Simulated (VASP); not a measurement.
A run of VASP 6.6.1 is set up as follows.

Contents of INCAR:

```
PREC = Accurate
ENCUT = 520
EDIFF = 1E-7
ISMEAR = 0
SIGMA = 0.01
LREAL = False
LASPH = True
NELM = 80
ALGO = Normal
ISIF = 2
LWAVE = False
LCHARG = False
GGA = CA
NBANDS = 16
```

KPOINTS

```
regular mesh
0
Gamma
  8 8 8
```

Contents of POSCAR:

```
GaP
1.0
    0.0000000000      2.7254101929      2.7254101929
    2.7254101929      0.0000000000      2.7254101929
    2.7254101929      2.7254101929      0.0000000000
Ga P
1 1
Direct
    0.0000000000      0.0000000000      0.0000000000
    0.2500000000      0.2500000000      0.2500000000
```

Potentials or basis: VASP PAW LDA potentials, release 64 (Ga_d, P).

The run is started by

```sh
$ cat potpaw_LDA.64/Ga_d/POTCAR potpaw_LDA.64/P/POTCAR > POTCAR
$ mpirun -np 1 vasp_std > vasp.out
```

**Question.** Estimate the pressure.

**Answer.** -2.7 GPa.

**Question.** Estimate the band gap on the k mesh.

**Answer.** 1.49 eV (least direct gap 1.64 eV).

A k mesh can miss the band edges. A hybrid or GW would open this gap; LDA tends to underestimate it.
